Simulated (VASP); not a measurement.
# CdTe (F-43m) in VASP: a series of runs

CdTe is run at these levels: r2SCAN; tasks: single point.

Program: VASP 6.6.1. These are calculated values, not measurements. Logs are shortened: lines on timing, memory, paths and dates and some standing lists are left out, and cuts for length are marked.

**1. The cell of the first run**

Symmetry: F-43m, No. 216, cubic system. Conventional cell: a = 6.560 Å, b = 6.560 Å, c = 6.560 Å, α = 90.00°, β = 90.00°, γ = 90.00°. Cd (site symmetry -43m) has 4 Te at 2.84 Å within 3.7 Å. Te (site symmetry -43m) has 4 Cd at 2.84 Å within 3.7 Å.

**2. Single point, r2SCAN**

File POSCAR:

```
CdTe
1.0
    0.0000000000      3.2799551172      3.2799551172
    3.2799551172      0.0000000000      3.2799551172
    3.2799551172      3.2799551172      0.0000000000
Cd Te
1 1
Direct
    0.0000000000      0.0000000000      0.0000000000
    0.2500000000      0.2500000000      0.2500000000
```

File INCAR.step1:

```
SYSTEM = CdTe
PREC = Accurate ; ENCUT = 520
ISMEAR = 0 ; SIGMA = 0.01
LREAL = .FALSE. ; LASPH = .TRUE.
NELM = 100 ; NBANDS = 16
GGA = PE ; ALGO = Normal
EDIFF = 1E-4 ; LWAVE = .TRUE.
LCHARG = .FALSE.
```

File INCAR.step2:

```
SYSTEM = CdTe
PREC = Accurate ; ENCUT = 520
EDIFF = 1E-6 ; ISMEAR = 0
SIGMA = 0.01 ; LREAL = .FALSE.
LASPH = .TRUE. ; NELM = 100
ALGO = Normal ; ISIF = 2
LWAVE = .FALSE. ; LCHARG = .FALSE.
METAGGA = R2SCAN ; LMIXTAU = .TRUE.
NBANDS = 16 ; ISTART = 1
```

File KPOINTS:

```
regular mesh
0
G
  4 4 4
  0 0 0
```

Potentials or basis: VASP PAW PBE potentials, release 64 (Cd, Te).

Run with:

```bash
$ cat potpaw_PBE.64/Cd/POTCAR potpaw_PBE.64/Te/POTCAR > POTCAR
$ cp INCAR.step1 INCAR
$ mpirun -np 1 vasp_std > vasp.out
$ cp INCAR.step2 INCAR
$ mpirun -np 1 vasp_std > vasp.out
```

OUTCAR:

```text
SYSTEM = CdTe
   PREC = Accurate
   ENCUT = 520
   EDIFF = 1E-6
   ISMEAR = 0
   LREAL = .FALSE.
   LASPH = .TRUE.
   NELM = 100
   ISIF = 2
   METAGGA = R2SCAN
   ISTART = 1

 ion  position               nearest neighbor table
   1  0.000  0.000  0.000-   2 2.84   2 2.84   2 2.84   2 2.84
   2  0.250  0.250  0.250-   1 2.84   1 2.84   1 2.84   1 2.84

  LATTYP: Found a face centered cubic cell.
 ALAT       =     6.5599102344

  Lattice vectors:

 A1 = (   0.0000000000,   3.2799551172,   3.2799551172)
 A2 = (   3.2799551172,   0.0000000000,   3.2799551172)
 A3 = (   3.2799551172,   3.2799551172,   0.0000000000)

Analysis of symmetry for initial positions (statically):
=====================================================================
 Subroutine PRICEL returns:
 Original cell was already a primitive cell.

 Routine SETGRP: Setting up the symmetry group for a
 face centered cubic supercell.

 Subroutine GETGRP returns: Found 24 space group operations
 (whereof 24 operations were pure point group operations)
 out of a pool of 48 trial point group operations.

The static configuration has the point symmetry T_d .

Analysis of symmetry for dynamics (positions and initial velocities):
=====================================================================
 Subroutine PRICEL returns:
 Original cell was already a primitive cell.

 Routine SETGRP: Setting up the symmetry group for a
 face centered cubic supercell.

 Subroutine GETGRP returns: Found 24 space group operations
 (whereof 24 operations were pure point group operations)
 out of a pool of 48 trial point group operations.

The dynamic configuration has the point symmetry T_d .

 Subroutine INISYM returns: Found 24 space group operations
 (whereof 24 operations are pure point group operations),
 and found     1 'primitive' translations

----------------------------------------------------------------------------------------

                                     Primitive cell

  volume of cell :      70.5722

  direct lattice vectors                    reciprocal lattice vectors
     0.000000000  3.279955117  3.279955117    -0.152441110  0.152441110  0.152441110
     3.279955117  0.000000000  3.279955117     0.152441110 -0.152441110  0.152441110
     3.279955117  3.279955117  0.000000000     0.152441110  0.152441110 -0.152441110

  length of vectors
     4.638557011  4.638557011  4.638557011     0.264035748  0.264035748  0.264035748

  position of ions in fractional coordinates (direct lattice)
     0.000000000  0.000000000  0.000000000
     0.250000000  0.250000000  0.250000000

  ion indices of the primitive-cell ions
   primitive index   ion index
                 1           1
                 2           2

----------------------------------------------------------------------------------------

 KPOINTS: regular mesh

Automatic generation of k-mesh.
 Grid dimensions read from file:
 generate k-points for:    4    4    4

 Generating k-lattice:

  Cartesian coordinates                     Fractional coordinates (reciprocal lattice)
    -0.038110278  0.038110278  0.038110278     0.250000000  0.000000000  0.000000000
     0.038110278 -0.038110278  0.038110278     0.000000000  0.250000000  0.000000000
     0.038110278  0.038110278 -0.038110278     0.000000000  0.000000000  0.250000000

  Length of vectors
     0.066008937  0.066008937  0.066008937

  Shift w.r.t. Gamma in fractional coordinates (k-lattice)
     0.000000000  0.000000000  0.000000000

 Subroutine IBZKPT returns following result:
 ===========================================

 Found      8 irreducible k-points:

 Following reciprocal coordinates:
            Coordinates               Weight
  0.000000  0.000000  0.000000      1.000000
  0.250000  0.000000  0.000000      8.000000
  0.500000  0.000000  0.000000      4.000000
  0.250000  0.250000  0.000000      6.000000
  0.500000  0.250000  0.000000     24.000000
 -0.250000  0.250000  0.000000     12.000000
  0.500000  0.500000  0.000000      3.000000
 -0.250000  0.500000  0.250000      6.000000
   k-points           NKPTS =      8   k-points in BZ     NKDIM =      8   number of bands    NBANDS=     16
   number of dos      NEDOS =    301   number of ions     NIONS =      2
   total plane-waves  NPLWV =  46656
   dimension x,y,z NGX =    36 NGY =   36 NGZ =   36
   dimension x,y,z NGXF=    72 NGYF=   72 NGZF=   72
   ions per type =               1   1
   NGX,Y,Z   is equivalent  to a cutoff of  12.90, 12.90, 12.90 a.u.
   NGXF,Y,Z  is equivalent  to a cutoff of  25.80, 25.80, 25.80 a.u.
 SYSTEM =  CdTe
   PREC   = accura    normal or accurate (medium, high low for compatibility)
   ISTART =      1    job   : 0-new  1-cont  2-samecut
   ICHARG =      0    charge: 1-file 2-atom 10-const
   ISPIN  =      1    spin polarized calculation?
   LNONCOLLINEAR =      F non collinear calculations
   LSORBIT =      F    spin-orbit coupling
   LASPH  =      T    aspherical Exc in radial PAW
   ENCUT  =  520.0 eV  38.22 Ry    6.18 a.u.   8.62  8.62  8.62*2*pi/ulx,y,z
   NELM   =    100;   NELMIN=  2; NELMDL=  0     # of ELM steps
   EDIFF  = 0.1E-05   stopping-criterion for ELM
   LREAL  =      F    real-space projection
   EDIFFG = 0.1E-04   stopping-criterion for IOM
   NSW    =      0    number of steps for IOM
   IBRION =     -1    ionic relax: 0-MD 1-quasi-New 2-CG
   NFREE  =      0    steps in history (QN), initial steepest desc. (CG)
   ISIF   =      2    stress and relaxation
   ISYM   =      2    0-nonsym 1-usesym 2-fastsym
   POTIM  = 0.5000    time-step for ionic-motion
   TEBEG  =    0.0;   TEEND  =   0.0 temperature during run
   PSTRESS=    0.0 pullay stress
   NELECT =      18.0000    total number of electrons
   NUPDOWN=      -1.0000    fix difference up-down
   EMIN   =  10.00;   EMAX   =-10.00  energy-range for DOS
   EFERMI =   0.00;   METHOD = LEGACY
   ISMEAR =     0;   SIGMA  =   0.01  broadening in eV -4-tet -1-fermi 0-gaus
   EFERMI_NEDOS =   21; number of points for ismear=-14 and -15
   IALGO  =     38    algorithm
   IMIX   =      4    mixing-type and parameters
     AMIX     =   0.40;   BMIX     =  1.00
     AMIX_MAG =   1.60;   BMIX_MAG =  1.00
  volume/ion in A,a.u.               =      35.29       238.12
  Fermi-wavevector in a.u.,A,eV,Ry     =   1.038216  1.961944 14.665621  1.077893
  Thomas-Fermi vector in A             =   2.172690
   LORBIT       =      0    0 simple, 1 ext, 2 COOP (PROOUT), +10 PAW based schemes
   METAGGA = R2SCAN    functional components
   LHFCALC =     F    Hartree Fock is set to
   AEXX    =    0.0000 exact exchange contribution
   IVDW    =     0    specifies the selected vdW correction
   LEPSILON=     F    determine dielectric tensor
   LRPA    =     F    only Hartree local field effects (RPA)
 non-spin polarized calculation
 Gauss-broadening in eV      SIGMA  =   0.01
  energy-cutoff  :      520.00
  volume of cell :       70.57
 maximum number of plane-waves:      1924
 NGX is ok and might be reduce to    36
   NGX = 17   NGY = 17   NGZ = 17

 number of electron      18.0000006 magnetization

 Free energy of the ion-electron system (eV)
  ---------------------------------------------------
  ext. energy  EPLUGINS =         0.00000000
  ---------------------------------------------------
  free energy    TOTEN  =       -46.59468560 eV

  energy without entropy =      -46.59468560  energy(sigma->0) =      -46.59468560

 E-fermi :   1.8408     XC(G=0):  -8.9273

 val. band max:        1.7968864273   @ k =   0.0000   0.0000   0.0000
 cond. band min:       2.9416868224   @ k =   0.0000   0.0000   0.0000
 fundamental gap:      1.1448003951
 Fermi energy:         1.8408039335

 k-point     1 :       0.0000    0.0000    0.0000
  band No.  band energies     occupation
      1      -9.5157      2.00000
      2      -6.6735      2.00000
      3      -6.6735      2.00000
      4      -6.6735      2.00000
      5      -6.4185      2.00000
      6      -6.4185      2.00000
      7       1.7969      2.00000
      8       1.7969      2.00000
      9       1.7969      2.00000
     10       2.9417      0.00000
     11       6.8383      0.00000
     12       6.8383      0.00000
     13       6.8383      0.00000
     14       9.6454      0.00000
     15      11.5516      0.00000
     16      11.5516      0.00000

 k-point     2 :       0.2500    0.0000    0.0000
  band No.  band energies     occupation
      1      -9.3264      2.00000
      2      -6.6393      2.00000
      3      -6.6393      2.00000
      4      -6.4686      2.00000
      5      -6.4186      2.00000
      6      -6.4186      2.00000
      7      -0.8252      2.00000
      8       1.3915      2.00000
      9       1.3915      2.00000
     10       4.1391      0.00000
     11       7.3705      0.00000
     12       7.3705      0.00000
     13       7.5015      0.00000
     14      10.4993      0.00000
     15      10.6573      0.00000
     16      10.6573      0.00000

 k-point     3 :       0.5000    0.0000    0.0000
  band No.  band energies     occupation
      1      -9.1420      2.00000
      2      -6.6121      2.00000
      3      -6.6121      2.00000
      4      -6.4102      2.00000
      5      -6.4102      2.00000
      6      -6.0691      2.00000
      7      -2.4982      2.00000
      8       1.0581      2.00000
      9       1.0581      2.00000
     10       3.9774      0.00000
     11       7.3833      0.00000
     12       7.3833      0.00000
     13       9.1620      0.00000
     14      10.8776      0.00000
     15      12.5848      0.00000
     16      12.5848      0.00000

 k-point     4 :       0.2500    0.2500    0.0000
  band No.  band energies     occupation
      1      -9.2654      2.00000
      2      -6.6001      2.00000
      3      -6.6001      2.00000
      4      -6.5058      2.00000
      5      -6.4040      2.00000
      6      -6.3837      2.00000
      7      -0.7667      2.00000
      8       0.7628      2.00000
      9       0.7628      2.00000
     10       5.0366      0.00000
     11       5.5049      0.00000
     12       8.6927      0.00000
     13       8.6927      0.00000
     14       8.9899      0.00000
     15      12.1056      0.00000
     16      12.8528      0.00000

 k-point     5 :       0.5000    0.2500    0.0000
  band No.  band energies     occupation
      1      -9.0862      2.00000
      2      -6.5786      2.00000
      3      -6.5636      2.00000
      4      -6.4548      2.00000
      5      -6.4032      2.00000
      6      -6.0127      2.00000
      7      -2.1561      2.00000
      8      -0.1942      2.00000
      9       0.4788      2.00000
     10       5.0902      0.00000
     11       6.6141      0.00000
     12       8.3756      0.00000
     13       8.9543      0.00000
     14      11.2524      0.00000
     15      12.7722      0.00000
     16      13.2852      0.00000

 k-point     6 :      -0.2500    0.2500    0.0000
  band No.  band energies     occupation
      1      -9.1443      2.00000
      2      -6.5976      2.00000
      3      -6.5931      2.00000
      4      -6.4250      2.00000
      5      -6.4240      2.00000
      6      -6.1394      2.00000
      7      -1.7978      2.00000
      8      -0.2594      2.00000
      9       1.0292      2.00000
     10       5.2730      0.00000
     11       7.3396      0.00000
     12       7.8031      0.00000
     13       8.0641      0.00000
     14      10.2343      0.00000
     15      11.8212      0.00000
     16      13.3573      0.00000

 k-point     7 :       0.5000    0.5000    0.0000
  band No.  band energies     occupation
      1      -9.0293      2.00000
      2      -6.5186      2.00000
      3      -6.5186      2.00000
      4      -6.5103      2.00000
      5      -6.3894      2.00000
      6      -5.9279      2.00000
      7      -2.3859      2.00000
      8       0.0057      2.00000
      9       0.0057      2.00000
     10       4.7359      0.00000
     11       4.7732      0.00000
     12      11.0449      0.00000
     13      11.4155      0.00000
     14      11.4155      0.00000
     15      13.0649      0.00000
     16      13.7956      0.00000

 k-point     8 :      -0.2500    0.5000    0.2500
  band No.  band energies     occupation
      1      -9.0308      2.00000
      2      -6.5553      2.00000
      3      -6.5478      2.00000
      4      -6.4461      2.00000
      5      -6.4168      2.00000
      6      -5.8554      2.00000
      7      -2.2507      2.00000
      8      -0.4522      2.00000
      9      -0.3014      2.00000
     10       6.3315      0.00000
     11       6.7339      0.00000
     12       7.8300      0.00000
     13       8.4903      0.00000
     14      11.9493      0.00000
     15      13.3010      0.00000
     16      13.6164      0.00000

------------------------ aborting loop because EDIFF is reached ----------------------------------------

  FORCE on cell =-STRESS in cart. coord.  units (eV):
  Direction    XX          YY          ZZ          XY          YZ          ZX
  --------------------------------------------------------------------------------------
  -------------------------------------------------------------------------------------
  Total        0.1162892      0.1162892      0.1162892     -0.0000000      0.0000000      0.0000000
  in kB        2.6400747      2.6400747      2.6400747     -0.0000000      0.0000000      0.0000000
  external PRESSURE =       2.6400747 kB  Pullay stress =       0.0000000 kB

 VOLUME and BASIS-vectors are now :
 -----------------------------------------------------------------------------
  energy-cutoff  :      520.00
  volume of cell :       70.57
      direct lattice vectors                 reciprocal lattice vectors
     0.000000000  3.279955117  3.279955117    -0.152441110  0.152441110  0.152441110
     3.279955117  0.000000000  3.279955117     0.152441110 -0.152441110  0.152441110
     3.279955117  3.279955117  0.000000000     0.152441110  0.152441110 -0.152441110

 POSITION                                       TOTAL-FORCE (eV/Angst)
 -----------------------------------------------------------------------------------
      0.00000      0.00000      0.00000        -0.000000     -0.000000     -0.000000
      1.63998      1.63998      1.63998         0.000000      0.000000      0.000000
 -----------------------------------------------------------------------------------
    total drift:                               -0.000001     -0.000001     -0.000001

  FREE ENERGIE OF THE ION-ELECTRON SYSTEM (eV)
  ---------------------------------------------------
  free  energy   TOTEN  =       -46.5946856012 eV

  energy  without entropy=      -46.5946856012  energy(sigma->0) =      -46.59468560
```

It took 39 s on 1 thread of Intel Xeon 6975P-C, shared host; peak memory 0.22 GiB.

What came out:

| Property | Result |
| --- | --- |
| Free energy | -46.5947 eV |
| Pressure | 0.3 GPa |
| Band gap on the k mesh | 1.14 eV, direct |

Caveat: the PAW data sets were made with another functional, which shifts forces and pressure a little; spin-orbit coupling is left out, which moves the levels of the heavy elements. r2SCAN opens gaps a little over a GGA but as a rule still falls short of measured ones.

(Continued in part 2 of 2.)
